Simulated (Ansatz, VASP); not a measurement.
## One calculation of TiB2, two programs

Contents of INCAR:

```
SYSTEM = TiB2
ALGO = Normal ; EDIFF = 1E-6
ENCUT = 520 ; GGA = PS
ISIF = 2 ; ISMEAR = -1
LASPH = .TRUE. ; LCHARG = .FALSE.
LREAL = .FALSE. ; LWAVE = .FALSE.
NBANDS = 16 ; NELM = 80
PREC = Accurate ; SIGMA = 0.03
```

The input KPOINTS:

```
k-points
0
G
  14 14 11
  0 0 0
```

Contents of POSCAR:

```
TiB2
1.0
    3.0594901836      0.0000000000      0.0000000000
   -1.5297450918      2.6495962217      0.0000000000
    0.0000000000      0.0000000000      3.2284000000
Ti B
1 2
Direct
    0.0000000000      0.0000000000      0.0000000000
    0.3333333333      0.6666666667      0.5000000000
    0.6666666667      0.3333333333      0.5000000000
```

Input for Ansatz:

```yaml
crystal:
  lattice:
    - [3.0594901836, 0.0, 0.0]
    - [-1.5297450918, 2.6495962217, 0.0]
    - [0.0, 0.0, 3.2284]
  atoms:
    - { symbol: Ti, position: [0.0, 0.0, 0.0] }
    - { symbol: B, position: [0.3333333333, 0.6666666667, 0.5] }
    - { symbol: B, position: [0.6666666667, 0.3333333333, 0.5] }
kpoints:
  mp_grid: { grid: [14, 14, 11] }
  band_path:
    path:
      - [0.0, 0.0, 0.0]
      - [0.5, 0.0, 0.0]
      - [0.3333333333, 0.3333333333, 0.0]
      - [0.0, 0.0, 0.0]
      - [0.0, 0.0, 0.5]
      - [0.5, 0.0, 0.5]
      - [0.3333333333, 0.3333333333, 0.5]
      - [0.0, 0.0, 0.5]
      - [0.5, 0.0, 0.5]
    npoints: 5
scf:
  occupations: { method: fermi_dirac, width: 0.03 }
hamiltonian:
  xc: pbesol
  pseudopotentials: { kind: all_electron, lapw: { basis_error: 0.001 } }
output:
  forces: true
  stress: true
  eigenvalues: true
```

Change from the starting cell: equal xx and yy strain of +1 %.

Alike in both runs: task single point; functional PBEsol; k mesh 14 × 14 × 11; occupations fermi-dirac, width 0.03 eV; no spin polarisation.

|  | VASP | Ansatz |
| --- | --- | --- |
| version | VASP 6.6.1 | Ansatz 0.2.0 |
| potentials or method | VASP PAW PBE potentials, release 64 (Ti_sv, B), cutoff 520 eV | all-electron LAPW, scalar-relativistic |

Ansatz gave:

```
pressure (GPa)                                                : -10.3
traceless stress, the component that is largest in VASP (GPa) : 1.49
```

Task: What did VASP give for the same quantities?

Result: Pressure (GPa): -9.9; traceless stress, the component that is largest in VASP (GPa): 1.38.

VASP's potentials were made for PBE, not for PBEsol. Ansatz ran all-electron here, and VASP with PAW potentials.
